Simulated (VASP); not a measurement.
# SnTe (F-43m) in VASP: single point with PBEsol

Aim: the single point of SnTe with PBEsol.

Program: VASP 6.6.1. These are calculated values, not measurements. Logs are shortened: lines on timing, memory, paths and dates and some standing lists are left out, and cuts for length are marked.

**1. The cell of the first run**

Symmetry: F-43m, No. 216, cubic system. The conventional cell has a = 7.222 Å, b = 7.222 Å, c = 7.222 Å, α = 90.00°, β = 90.00°, γ = 90.00°. Sn (site symmetry -43m) has 4 Te at 3.13 Å within 4.1 Å. Within 4.1 Å of Te (site symmetry -43m) lie 4 Sn at 3.13 Å.

**2. Single point, PBEsol**

INCAR

```
PREC = Accurate
ENCUT = 500
EDIFF = 1E-6
ISMEAR = 0
SIGMA = 0.01
LREAL = False
LASPH = True
NELM = 120
ALGO = Normal
ISIF = 2
LWAVE = False
LCHARG = False
GGA = PS
NBANDS = 17
GGA_COMPAT = False
```

KPOINTS

```
Automatic mesh
0
Gamma
  5 5 5
```

POSCAR

```
SnTe
1.0
    0.0000000000      3.6111460000      3.6111460000
    3.6111460000      0.0000000000      3.6111460000
    3.6111460000      3.6111460000      0.0000000000
Sn Te
1 1
Direct
    0.0000000000      0.0000000000      0.0000000000
    0.7500000000      0.7500000000      0.7500000000
```

Potentials or basis: VASP PAW PBE potentials, release 64 (Sn_d, Te).

Command:

```sh
> cat potpaw_PBE.64/Sn_d/POTCAR potpaw_PBE.64/Te/POTCAR > POTCAR
> mpirun -np 1 vasp_std > vasp.out
```

OUTCAR:

```text
PREC = Accurate
   ENCUT = 500
   EDIFF = 1E-6
   ISMEAR = 0
   LREAL = False
   LASPH = True
   NELM = 120
   ISIF = 2
   GGA = PS

 ion  position               nearest neighbor table
   1  0.000  0.000  0.000-   2 3.13   2 3.13   2 3.13   2 3.13
   2  0.750  0.750  0.750-   1 3.13   1 3.13   1 3.13   1 3.13

  LATTYP: Found a face centered cubic cell.
 ALAT       =     7.2222920000

  Lattice vectors:

 A1 = (   0.0000000000,   3.6111460000,   3.6111460000)
 A2 = (   3.6111460000,   0.0000000000,   3.6111460000)
 A3 = (   3.6111460000,   3.6111460000,   0.0000000000)

Analysis of symmetry for initial positions (statically):
=====================================================================
 Subroutine PRICEL returns:
 Original cell was already a primitive cell.

 Routine SETGRP: Setting up the symmetry group for a
 face centered cubic supercell.

 Subroutine GETGRP returns: Found 24 space group operations
 (whereof 24 operations were pure point group operations)
 out of a pool of 48 trial point group operations.

The static configuration has the point symmetry T_d .

Analysis of symmetry for dynamics (positions and initial velocities):
=====================================================================
 Subroutine PRICEL returns:
 Original cell was already a primitive cell.

 Routine SETGRP: Setting up the symmetry group for a
 face centered cubic supercell.

 Subroutine GETGRP returns: Found 24 space group operations
 (whereof 24 operations were pure point group operations)
 out of a pool of 48 trial point group operations.

The dynamic configuration has the point symmetry T_d .

 Subroutine INISYM returns: Found 24 space group operations
 (whereof 24 operations are pure point group operations),
 and found     1 'primitive' translations

----------------------------------------------------------------------------------------

                                     Primitive cell

  volume of cell :      94.1814

  direct lattice vectors                    reciprocal lattice vectors
     0.000000000  3.611146000  3.611146000    -0.138460201  0.138460201  0.138460201
     3.611146000  0.000000000  3.611146000     0.138460201 -0.138460201  0.138460201
     3.611146000  3.611146000  0.000000000     0.138460201  0.138460201 -0.138460201

  length of vectors
     5.106931649  5.106931649  5.106931649     0.239820102  0.239820102  0.239820102

  position of ions in fractional coordinates (direct lattice)
     0.000000000  0.000000000  0.000000000
     0.750000000  0.750000000  0.750000000

  ion indices of the primitive-cell ions
   primitive index   ion index
                 1           1
                 2           2

----------------------------------------------------------------------------------------

 KPOINTS: Automatic mesh

Automatic generation of k-mesh.
 Grid dimensions read from file:
 generate k-points for:    5    5    5

 Generating k-lattice:

  Cartesian coordinates                     Fractional coordinates (reciprocal lattice)
    -0.027692040  0.027692040  0.027692040     0.200000000  0.000000000  0.000000000
     0.027692040 -0.027692040  0.027692040     0.000000000  0.200000000  0.000000000
     0.027692040  0.027692040 -0.027692040     0.000000000  0.000000000  0.200000000

  Length of vectors
     0.047964020  0.047964020  0.047964020

  Shift w.r.t. Gamma in fractional coordinates (k-lattice)
     0.000000000  0.000000000  0.000000000

 Subroutine IBZKPT returns following result:
 ===========================================

 Found     10 irreducible k-points:

 Following reciprocal coordinates:
            Coordinates               Weight
  0.000000  0.000000  0.000000      1.000000
  0.200000  0.000000  0.000000      8.000000
  0.400000  0.000000  0.000000      8.000000
  0.200000  0.200000  0.000000      6.000000
  0.400000  0.200000  0.000000     24.000000
 -0.400000  0.200000  0.000000     24.000000
 -0.200000  0.200000  0.000000     12.000000
  0.400000  0.400000  0.000000      6.000000
 -0.400000  0.400000  0.000000     12.000000
 -0.400000  0.400000  0.200000     24.000000
   k-points           NKPTS =     10   k-points in BZ     NKDIM =     10   number of bands    NBANDS=     17
   number of dos      NEDOS =    301   number of ions     NIONS =      2
   total plane-waves  NPLWV =  64000
   dimension x,y,z NGX =    40 NGY =   40 NGZ =   40
   dimension x,y,z NGXF=    80 NGYF=   80 NGZF=   80
   ions per type =               1   1
   NGX,Y,Z   is equivalent  to a cutoff of  13.02, 13.02, 13.02 a.u.
   NGXF,Y,Z  is equivalent  to a cutoff of  26.04, 26.04, 26.04 a.u.
 SYSTEM =  unknown system
   PREC   = accura    normal or accurate (medium, high low for compatibility)
   ISTART =      0    job   : 0-new  1-cont  2-samecut
   ICHARG =      2    charge: 1-file 2-atom 10-const
   ISPIN  =      1    spin polarized calculation?
   LNONCOLLINEAR =      F non collinear calculations
   LSORBIT =      F    spin-orbit coupling
   LASPH  =      T    aspherical Exc in radial PAW
   ENCUT  =  500.0 eV  36.75 Ry    6.06 a.u.   9.31  9.31  9.31*2*pi/ulx,y,z
   NELM   =    120;   NELMIN=  2; NELMDL= -5     # of ELM steps
   EDIFF  = 0.1E-05   stopping-criterion for ELM
   LREAL  =      F    real-space projection
[... 7 lines left out ...]
   TEBEG  =    0.0;   TEEND  =   0.0 temperature during run
   PSTRESS=    0.0 pullay stress
   NELECT =      20.0000    total number of electrons
   NUPDOWN=      -1.0000    fix difference up-down
   EMIN   =  10.00;   EMAX   =-10.00  energy-range for DOS
   EFERMI =   0.00;   METHOD = LEGACY
   ISMEAR =     0;   SIGMA  =   0.01  broadening in eV -4-tet -1-fermi 0-gaus
   EFERMI_NEDOS =   21; number of points for ismear=-14 and -15
   IALGO  =     38    algorithm
   IMIX   =      4    mixing-type and parameters
     AMIX     =   0.40;   BMIX     =  1.00
     AMIX_MAG =   1.60;   BMIX_MAG =  1.00
  volume/ion in A,a.u.               =      47.09       317.78
  Fermi-wavevector in a.u.,A,eV,Ry     =   0.976704  1.845704 12.979296  0.953951
  Thomas-Fermi vector in A             =   2.107344
   LORBIT       =      0    0 simple, 1 ext, 2 COOP (PROOUT), +10 PAW based schemes
   GGA     = PS    functional components
   LHFCALC =     F    Hartree Fock is set to
   AEXX    =    0.0000 exact exchange contribution
   IVDW    =     0    specifies the selected vdW correction
   LEPSILON=     F    determine dielectric tensor
   LRPA    =     F    only Hartree local field effects (RPA)
 non-spin polarized calculation
 Gauss-broadening in eV      SIGMA  =   0.01
  energy-cutoff  :      500.00
  volume of cell :       94.18
 maximum number of plane-waves:      2421
 NGX is ok and might be reduce to    40
   NGX = 19   NGY = 19   NGZ = 19

 number of electron      19.9999999 magnetization

 Free energy of the ion-electron system (eV)
  ---------------------------------------------------
  ext. energy  EPLUGINS =         0.00000000
  ---------------------------------------------------
  free energy    TOTEN  =        -7.60175475 eV

  energy without entropy =       -7.60175475  energy(sigma->0) =       -7.60175475

 E-fermi :   2.8565     XC(G=0):  -7.6270

 val. band max:        2.7903384820   @ k =  -0.4000   0.4000   0.2000
 cond. band min:       3.1527979617   @ k =   0.4000   0.4000   0.0000
 fundamental gap:      0.3624594796
 Fermi energy:         2.8565243281

 k-point     1 :       0.0000    0.0000    0.0000
  band No.  band energies     occupation
      1     -18.6583      2.00000
      2     -18.6583      2.00000
      3     -18.6583      2.00000
      4     -18.6490      2.00000
      5     -18.6490      2.00000
      6      -8.5054      2.00000
[... 9 lines left out ...]
     16       9.4610      0.00000
     17      10.5679      0.00000

 k-point     2 :       0.2000    0.0000    0.0000
  band No.  band energies     occupation
      1     -18.6587      2.00000
      2     -18.6578      2.00000
      3     -18.6578      2.00000
      4     -18.6490      2.00000
      5     -18.6490      2.00000
      6      -8.3438      2.00000
[... 9 lines left out ...]
     16       8.8776      0.00000
     17      10.0328      0.00000

 k-point     3 :       0.4000    0.0000    0.0000
  band No.  band energies     occupation
      1     -18.6594      2.00000
      2     -18.6570      2.00000
      3     -18.6570      2.00000
      4     -18.6489      2.00000
      5     -18.6489      2.00000
      6      -8.0284      2.00000
[... 9 lines left out ...]
     16       9.4217      0.00000
     17       9.9345      0.00000

 k-point     4 :       0.2000    0.2000    0.0000
  band No.  band energies     occupation
      1     -18.6595      2.00000
      2     -18.6573      2.00000
      3     -18.6573      2.00000
      4     -18.6493      2.00000
      5     -18.6487      2.00000
      6      -8.2875      2.00000
[... 9 lines left out ...]
     16       9.8507      0.00000
     17      11.3813      0.00000

 k-point     5 :       0.4000    0.2000    0.0000
  band No.  band energies     occupation
      1     -18.6601      2.00000
      2     -18.6567      2.00000
      3     -18.6565      2.00000
      4     -18.6493      2.00000
      5     -18.6486      2.00000
      6      -8.0089      2.00000
[... 9 lines left out ...]
     16      10.1877      0.00000
     17      10.9211      0.00000

 k-point     6 :      -0.4000    0.2000    0.0000
  band No.  band energies     occupation
      1     -18.6599      2.00000
      2     -18.6566      2.00000
      3     -18.6565      2.00000
      4     -18.6490      2.00000
      5     -18.6488      2.00000
      6      -7.8812      2.00000
[... 9 lines left out ...]
     16       9.7070      0.00000
     17      10.6823      0.00000

 k-point     7 :      -0.2000    0.2000    0.0000
  band No.  band energies     occupation
      1     -18.6594      2.00000
      2     -18.6572      2.00000
      3     -18.6570      2.00000
      4     -18.6491      2.00000
      5     -18.6488      2.00000
      6      -8.1205      2.00000
[... 9 lines left out ...]
     16       9.2759      0.00000
     17      11.2958      0.00000

 k-point     8 :       0.4000    0.4000    0.0000
  band No.  band energies     occupation
      1     -18.6614      2.00000
      2     -18.6557      2.00000
      3     -18.6557      2.00000
      4     -18.6497      2.00000
      5     -18.6483      2.00000
      6      -7.8409      2.00000
[... 9 lines left out ...]
     16      10.9743      0.00000
     17      11.6798      0.00000

 k-point     9 :      -0.4000    0.4000    0.0000
  band No.  band energies     occupation
      1     -18.6611      2.00000
      2     -18.6558      2.00000
      3     -18.6557      2.00000
      4     -18.6496      2.00000
      5     -18.6484      2.00000
      6      -7.7525      2.00000
[... 9 lines left out ...]
     16       9.9687      0.00000
     17      12.2478      0.00000

 k-point    10 :      -0.4000    0.4000    0.2000
  band No.  band energies     occupation
      1     -18.6605      2.00000
      2     -18.6565      2.00000
      3     -18.6557      2.00000
      4     -18.6493      2.00000
      5     -18.6486      2.00000
      6      -7.8046      2.00000
[... 9 lines left out ...]
     16      10.5392      0.00000
     17      11.5963      0.00000

------------------------ aborting loop because EDIFF is reached ----------------------------------------

  FORCE on cell =-STRESS in cart. coord.  units (eV):
  Direction    XX          YY          ZZ          XY          YZ          ZX
  --------------------------------------------------------------------------------------
  -------------------------------------------------------------------------------------
  Total       -0.8061253     -0.8061253     -0.8061253     -0.0000000      0.0000000     -0.0000000
  in kB      -13.7134893    -13.7134893    -13.7134893     -0.0000000      0.0000000     -0.0000000
  external PRESSURE =     -13.7134893 kB  Pullay stress =       0.0000000 kB

 VOLUME and BASIS-vectors are now :
 -----------------------------------------------------------------------------
  energy-cutoff  :      500.00
  volume of cell :       94.18
      direct lattice vectors                 reciprocal lattice vectors
     0.000000000  3.611146000  3.611146000    -0.138460201  0.138460201  0.138460201
     3.611146000  0.000000000  3.611146000     0.138460201 -0.138460201  0.138460201
     3.611146000  3.611146000  0.000000000     0.138460201  0.138460201 -0.138460201

 POSITION                                       TOTAL-FORCE (eV/Angst)
 -----------------------------------------------------------------------------------
      0.00000      0.00000      0.00000        -0.000000     -0.000000     -0.000000
      5.41672      5.41672      5.41672         0.000000      0.000000      0.000000
 -----------------------------------------------------------------------------------
    total drift:                                0.000000      0.000000      0.000000

  FREE ENERGIE OF THE ION-ELECTRON SYSTEM (eV)
  ---------------------------------------------------
  free  energy   TOTEN  =        -7.6017547512 eV

  energy  without entropy=       -7.6017547512  energy(sigma->0) =       -7.60175475
```

Wall time 15 s (1 thread of Intel Xeon Platinum 8488C (Sapphire Rapids), shared host); peak memory 0.23 GiB.

Results:

* Free energy: -7.6018 eV
* Pressure: -1.4 GPa
* Band gap on the k mesh: 0.36 eV, indirect (least direct gap 0.81 eV)

Caveat: the PAW data sets were made with another functional, which shifts forces and pressure a little; spin-orbit coupling is left out, which moves the levels of the heavy elements.
